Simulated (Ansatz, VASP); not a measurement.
## EuS3: VASP beside Ansatz

```
CELL_PARAMETERS angstrom
4.26379 0.00000 0.00000
0.00000 4.26379 0.00000
0.00000 0.00000 4.30105
ATOMIC_POSITIONS crystal
Eu 0.00000 0.00000 0.00000
S 0.00000 0.50000 0.50000
S 0.50000 0.00000 0.50000
S 0.50000 0.50000 0.00000
```

Change from the starting cell: species swapped into the CdAu3 type (P4/mmm, No. 123).

Alike in both runs: functional PBE; k mesh 4 × 4 × 4; occupations gaussian, width 0.1 eV; collinear spin.

Ansatz relaxed the structure, and its values are those at the end. VASP's run is a single point on that final structure, the one shown.

```csv
,VASP,Ansatz
version,VASP 6.6.1,Ansatz 0.2.0
potentials or method,"VASP PAW PBE potentials, release 64 (Eu, S), cutoff 520 eV","scalar-relativistic, plane waves, PAW"
valence electrons in the cell,35,35
```

```csv
,VASP,Ansatz,Ansatz less VASP
gap on the k mesh at the Fermi level (eV),none,none,-
pressure (GPa),-0.3,-0.2,+0.08
net moment per atom (μB),1.57,1.57,0.000
size of the moment on the site where the two differ most (μB),6.33,6.48,+0.158
```

Site moments also hang on the region over which each program counts them. A gap of «none» marks a metal or a gap that the smearing closes.

The k mesh is coarse, so the values compare programs but aren't converged. Spin-orbit coupling is off throughout.
